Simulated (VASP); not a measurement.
**TiO2: single point with r2SCAN+U**

TiO2:

```xyz
6
Lattice="4.5309 0.0000 0.0000 0.0000 4.5309 0.0000 0.0000 0.0000 3.1279" Properties=species:S:1:pos:R:3 pbc="T T T"
Ti    2.2654    2.2654    0.0000
Ti    0.0000    0.0000    1.5639
O     3.1451    3.1451    1.5639
O     3.6512    0.8797    0.0000
O     0.8797    3.6512    0.0000
O     1.3858    1.3858    1.5639
```

This cell differs from its parent crystal: uniaxial strain along c: +4.5 %, then relaxed in part.

| Quantity | Value |
| --- | --- |
| Program | VASP 6.6.1 |
| Task | single point |
| Functional | r2SCAN |
| Potentials or basis | VASP PAW PBE potentials, release 64 (Ti_sv, O) |
| Cutoff | 520 eV |
| k mesh | 6 × 6 × 8 |
| Occupations | gaussian, width 0.02 eV |
| Spin | no spin polarisation |
| Hubbard terms | Ti d U = 4.0 eV |
| Dipole correction | no |
| Further INCAR settings | ALGO = Normal; EDIFF = 1e-06; NBANDS = 33 |

- Pressure: -0.9 GPa
- Largest force: 0.056 eV/Å
- Band gap on the k mesh: 2.73 eV, direct

Forces in eV/Å, atoms in the order of the input:
```
Ti   0.000  0.000  0.000
Ti   0.000  0.000  0.000
O    0.040  0.040  0.000
O   -0.040  0.040  0.000
O    0.040 -0.040  0.000
O   -0.040 -0.040  0.000
```

Stress tensor (GPa, compression positive):
```
  4.25   0.00   0.00
  0.00   4.25   0.00
  0.00   0.00 -11.19
```

Levels at points of the mesh, in eV from the valence-band top:
| k point | band 21 | band 22 | band 23 | band 24 | band 25 | band 26 | band 27 | band 28 |
| --- | --- | --- | --- | --- | --- | --- | --- | --- |
| (0.00, 0.00, 0.00) | -1.02 | -0.46 | -0.46 | 0.00 | 2.73 | 3.09 | 3.14 | 3.18 |
| (0.50, 0.00, 0.00) | -2.06 | -2.06 | -0.77 | -0.77 | 3.36 | 3.36 | 3.79 | 3.79 |
| (0.50, 0.50, 0.00) | -1.78 | -1.78 | -1.08 | -1.08 | 2.78 | 2.78 | 3.21 | 3.21 |
| (0.00, 0.00, 0.50) | -2.47 | -2.47 | -1.43 | -1.43 | 3.60 | 3.60 | 3.79 | 3.79 |
| (0.50, 0.00, 0.50) | -1.96 | -1.96 | -1.09 | -1.09 | 2.78 | 2.78 | 3.71 | 3.71 |
| (0.50, 0.50, 0.50) | -1.25 | -1.25 | -0.69 | -0.69 | 3.38 | 3.38 | 3.70 | 3.70 |

Eigenvalues of the final occupation matrices:
```tsv
site	spin	trace	eigenvalues
site 1 d	1	0.74	0.06 0.08 0.09 0.25 0.25
site 1 d	2	0.74	0.06 0.08 0.09 0.25 0.25
site 2 d	1	0.74	0.06 0.08 0.09 0.25 0.25
site 2 d	2	0.74	0.06 0.08 0.09 0.25 0.25
```

Wall time 7.6 min on 1 thread of Intel Xeon 8259CL, with other jobs on the host, peak memory 0.23 GiB.

Caveat: the cell differs from its parent crystal (uniaxial strain along c: +4.5 %, then relaxed in part); the PAW data sets were made with another functional, which shifts forces and pressure a little. A k mesh can miss the band edges.
